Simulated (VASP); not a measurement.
Here is a VASP 6.6.1 calculation.

File INCAR:

```
SYSTEM = Be16C
PREC     = Accurate       ! precision mode
ENCUT    = 520            ! plane-wave cutoff, eV
EDIFF    = 1E-6           ! SCF threshold, eV
ISMEAR   = 0              ! smearing method
SIGMA    = 0.05           ! smearing width, eV
LREAL    = Auto         
LASPH    = .TRUE.         ! aspherical terms in the spheres
NELM     = 100            ! most SCF steps
ALGO     = Normal         ! electronic algorithm
ISIF     = 2              ! what is computed and relaxed
LWAVE    = .FALSE.        ! write WAVECAR
LCHARG   = .FALSE.        ! write CHGCAR
GGA      = PS             ! functional
NBANDS   = 32             ! bands
```

File KPOINTS:

```
regular mesh
0
G
  5 5 3
  0 0 0
```

Contents of POSCAR:

```
Be16C
1.0
   -2.2900000000     -3.9663960000      0.0000000000
    3.4350000000     -1.9831980000      0.0000000000
    0.0000000000      0.0000000000      7.1768600000
Be C
16 1
Direct
    0.7551406954      0.4964673050     -0.0021367283
    0.5005739744      0.2871218054      0.2395682792
    0.7596264505      0.5103346642      0.4984267493
    0.4999921365      0.3315519629      0.7529760926
    0.4999804082     -0.0054680830     -0.0085013502
    0.2156019773      0.8470365438      0.2460446491
    0.5001014568     -0.0301172238      0.5088052435
    0.2466432132      0.8381202208      0.7535808139
    0.2447537864      0.4967499769     -0.0018501127
    0.0000910278      0.3166309909      0.2478225854
    0.2405480468      0.5107609977      0.4980072065
    0.0002846581      0.3429344591      0.7545242627
    0.0002475078      0.0104211915     -0.0053753313
    0.7857794767      0.8457080063      0.2457067576
    0.0003236377      0.0400934877      0.5088443971
    0.7535860777      0.8378765991      0.7536344585
    0.5004522677      0.6588788044      0.3461049818
```

Potentials or basis: VASP PAW PBE potentials, release 64 (Be, C).

The run is started by

```bash
$ cat potpaw_PBE.64/Be/POTCAR potpaw_PBE.64/C/POTCAR > POTCAR
$ mpirun -np 1 vasp_std > vasp.out
```

What does it give for the largest force?

1.096 eV/Å.

Predict the band gap on the k mesh.

zero (bands 18 and 19 overlap by 0.84 eV).

Stress tensor (GPa, compression positive):
```
 5.95  1.24  2.79
 1.24  7.48 -1.60
 2.79 -1.60 10.17
```

Caveat: the PAW data sets were made with another functional, which shifts forces and pressure a little.
